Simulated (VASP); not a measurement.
# ZnS (F-43m) in VASP: notebook, part 2 of 2

VASP 6.6.1. The steps go on from the part before.

### 3 Single point, BLYP+D3(BJ)

This run uses another cell than the first one, of 20.12 Å³/atom, 0.981 times its volume.

Contents of INCAR:

```
PREC = Accurate
ENCUT = 520
EDIFF = 1E-7
ISMEAR = -1
SIGMA = 0.05
LREAL = False
LASPH = True
NELM = 60
ALGO = Normal
ISIF = 2
LWAVE = False
LCHARG = True
GGA = B5
ALDAX = 1.0
AGGAX = 1.0
AGGAC = 1.0
ALDAC = 0.0
IVDW = 12
VDW_S6 = 1.0
VDW_S8 = 2.6996
VDW_A1 = 0.4298
VDW_A2 = 4.2359
LELF = True
LVHAR = True
NBANDS = 16
```

Contents of KPOINTS:

```
Automatic mesh
0
Gamma
  9 9 9
```

Contents of POSCAR:

```
ZnS
1.0
    0.0000000000      2.7198945612      2.7198945612
    2.7198945612      0.0000000000      2.7198945612
    2.7198945612      2.7198945612      0.0000000000
Zn S
1 1
Direct
    0.7500000000      0.7500000000      0.7500000000
    0.0000000000      0.0000000000      0.0000000000
```

Potentials or basis: VASP PAW PBE potentials, release 64 (Zn, S).

Run with:

```sh
cat potpaw_PBE.64/Zn/POTCAR potpaw_PBE.64/S/POTCAR > POTCAR
mpirun -np 1 vasp_std > vasp.out
```

OUTCAR:

```text
PREC = Accurate
   ENCUT = 520
   EDIFF = 1E-7
   ISMEAR = -1
   LREAL = False
   LASPH = True
   NELM = 60
   ISIF = 2
   GGA = B5
   IVDW = 12
 IVDW          = 12

 ion  position               nearest neighbor table
   1  0.750  0.750  0.750-   2 2.36   2 2.36   2 2.36   2 2.36
   2  0.000  0.000  0.000-   1 2.36   1 2.36   1 2.36   1 2.36

  LATTYP: Found a face centered cubic cell.
 ALAT       =     5.4397891224

  Lattice vectors:

 A1 = (   0.0000000000,   2.7198945612,   2.7198945612)
 A2 = (   2.7198945612,   0.0000000000,   2.7198945612)
 A3 = (   2.7198945612,   2.7198945612,   0.0000000000)

Analysis of symmetry for initial positions (statically):
=====================================================================
 Subroutine PRICEL returns:
 Original cell was already a primitive cell.

 Routine SETGRP: Setting up the symmetry group for a
 face centered cubic supercell.

 Subroutine GETGRP returns: Found 24 space group operations
 (whereof 24 operations were pure point group operations)
 out of a pool of 48 trial point group operations.

The static configuration has the point symmetry T_d .

Analysis of symmetry for dynamics (positions and initial velocities):
=====================================================================
 Subroutine PRICEL returns:
 Original cell was already a primitive cell.

 Routine SETGRP: Setting up the symmetry group for a
 face centered cubic supercell.

 Subroutine GETGRP returns: Found 24 space group operations
 (whereof 24 operations were pure point group operations)
 out of a pool of 48 trial point group operations.

The dynamic configuration has the point symmetry T_d .

 Subroutine INISYM returns: Found 24 space group operations
 (whereof 24 operations are pure point group operations),
 and found     1 'primitive' translations

----------------------------------------------------------------------------------------

[... 111 lines left out ...]
     AMIX     =   0.40;   BMIX     =  1.00
     AMIX_MAG =   1.60;   BMIX_MAG =  1.00
  volume/ion in A,a.u.               =      20.12       135.79
  Fermi-wavevector in a.u.,A,eV,Ry     =   1.251998  2.365933 21.327115  1.567499
  Thomas-Fermi vector in A             =   2.385919
   LORBIT       =      0    0 simple, 1 ext, 2 COOP (PROOUT), +10 PAW based schemes
   GGA     = B5    functional components
   LHFCALC =     F    Hartree Fock is set to
   AEXX    =    0.0000 exact exchange contribution
   IVDW    =    12    specifies the selected vdW correction
   LEPSILON=     F    determine dielectric tensor
   LRPA    =     F    only Hartree local field effects (RPA)
 non-spin polarized calculation
  energy-cutoff  :      520.00
  volume of cell :       40.24
 maximum number of plane-waves:      1094
 NGX is ok and might be reduce to    30
   NGX = 15   NGY = 15   NGZ = 15

 number of electron      18.0000009 magnetization

 Free energy of the ion-electron system (eV)
  ---------------------------------------------------
  ext. energy  EPLUGINS =         0.00000000
  ---------------------------------------------------
  free energy    TOTEN  =        -5.80465103 eV

  energy without entropy =       -5.80465103  energy(sigma->0) =       -5.80465103

 E-fermi :   3.3385     XC(G=0):  -9.0269

 val. band max:        2.2936807886   @ k =   0.0000   0.0000   0.0000
 cond. band min:       4.3266263233   @ k =   0.0000   0.0000   0.0000
 fundamental gap:      2.0329455346
 Fermi energy:         3.3384940912

 k-point     1 :       0.0000    0.0000    0.0000
  band No.  band energies     occupation
      1     -10.6761      2.00000
      2      -4.0652      2.00000
      3      -4.0652      2.00000
      4      -4.0652      2.00000
      5      -3.6059      2.00000
      6      -3.6059      2.00000
[... 433 lines left out ...]
      3      -3.7596      2.00000
      4      -3.7596      2.00000
      5      -3.5385      2.00000
      6      -3.4457      2.00000
[... 8 lines left out ...]
     15      15.9822      0.00000
     16      17.2976      0.00000

 [... further k-points ...]

------------------------ aborting loop because EDIFF is reached ----------------------------------------

 Edisp (eV)   -1.30367

 E8    (eV) :    -0.9111

  FORCE on cell =-STRESS in cart. coord.  units (eV):
  Direction    XX          YY          ZZ          XY          YZ          ZX
  --------------------------------------------------------------------------------------
  -------------------------------------------------------------------------------------
  Total      -0.52242    -0.52242    -0.52242    -0.00000    -0.00000    -0.00000
  in kB     -20.79914   -20.79914   -20.79914    -0.00000    -0.00000    -0.00000
  external pressure =      -20.80 kB  Pullay stress =        0.00 kB

 VOLUME and BASIS-vectors are now :
 -----------------------------------------------------------------------------
  energy-cutoff  :      520.00
  volume of cell :       40.24
      direct lattice vectors                 reciprocal lattice vectors
     0.000000000  2.719894561  2.719894561    -0.183830655  0.183830655  0.183830655
     2.719894561  0.000000000  2.719894561     0.183830655 -0.183830655  0.183830655
     2.719894561  2.719894561  0.000000000     0.183830655  0.183830655 -0.183830655

 POSITION                                       TOTAL-FORCE (eV/Angst)
 -----------------------------------------------------------------------------------
      4.07984      4.07984      4.07984         0.000000      0.000000      0.000000
      0.00000      0.00000      0.00000        -0.000000     -0.000000     -0.000000
 -----------------------------------------------------------------------------------
    total drift:                               -0.000000     -0.000000     -0.000001

  FREE ENERGIE OF THE ION-ELECTRON SYSTEM (eV)
  ---------------------------------------------------
  free  energy   TOTEN  =        -7.1083179837 eV

  energy  without entropy=       -7.1083179836  energy(sigma->0) =       -7.10831798
```

OSZICAR:

```text
N       E                     dE             d eps       ncg     rms          rms(c)
DAV:   1     0.846682696278E+02    0.84668E+02   -0.83932E+03  1128   0.131E+03
DAV:   2    -0.628944905327E+00   -0.85297E+02   -0.79138E+02  1240   0.258E+02
DAV:   3    -0.626351460212E+01   -0.56346E+01   -0.56062E+01  1440   0.630E+01
DAV:   4    -0.631983144056E+01   -0.56317E-01   -0.56307E-01  1336   0.660E+00
DAV:   5    -0.632043632277E+01   -0.60488E-03   -0.60486E-03  1448   0.646E-01    0.621E+00
DAV:   6    -0.582129911793E+01    0.49914E+00   -0.92247E-01  1672   0.321E+01    0.485E+00
DAV:   7    -0.580488677300E+01    0.16412E-01   -0.28279E-01  1384   0.471E+00    0.296E+00
DAV:   8    -0.580446940040E+01    0.41737E-03   -0.49006E-03  1288   0.713E-01    0.101E+00
DAV:   9    -0.580459331076E+01   -0.12391E-03   -0.10108E-03  1312   0.288E-01    0.868E-02
DAV:  10    -0.580464628143E+01   -0.52971E-04   -0.58788E-05  1368   0.125E-01    0.395E-02
DAV:  11    -0.580465089576E+01   -0.46143E-05   -0.20173E-05  1312   0.721E-02    0.574E-03
DAV:  12    -0.580465100713E+01   -0.11137E-06   -0.98269E-07  1464   0.863E-03    0.306E-03
DAV:  13    -0.580465102929E+01   -0.22165E-07   -0.12408E-07  1184   0.241E-03
   1 F= -.71083180E+01 E0= -.71083180E+01  d E =-.215415E-10
```

Run time: 22 s. Hardware: 1 thread of AMD EPYC 9R45 (Zen 5), shared host; peak memory 0.15 GiB.

What came out:

```
Free energy                : -7.1083 eV
Pressure                   : -2.1 GPa
Band gap on the k mesh     : 2.03 eV, direct
Dispersion energy per atom : -0.652 eV
```

Caveat: the PAW data sets were made with another functional, which shifts forces and pressure a little.

### 4 How close it comes

Step 2. Measured gap of ZnS: 3.85 eV (direct; 19 K; quoted in “Electronic, vibrational, and thermodynamic properties of ZnS (zincblende and rocksalt structure)”, 2009, arxiv:0911.5022). This calculation gives 2.07 eV (-1.78 eV). The value is that of revPBE, without temperature or zero-point motion. Semilocal functionals fall short of measured gaps as a rule.

Step 3. Measured gap of ZnS: 3.85 eV (direct; 19 K; quoted in “Electronic, vibrational, and thermodynamic properties of ZnS (zincblende and rocksalt structure)”, 2009, arxiv:0911.5022). This calculation gives 2.03 eV (-1.82 eV). The value is that of BLYP+D3(BJ), without temperature or zero-point motion. Semilocal functionals fall short of measured gaps as a rule.
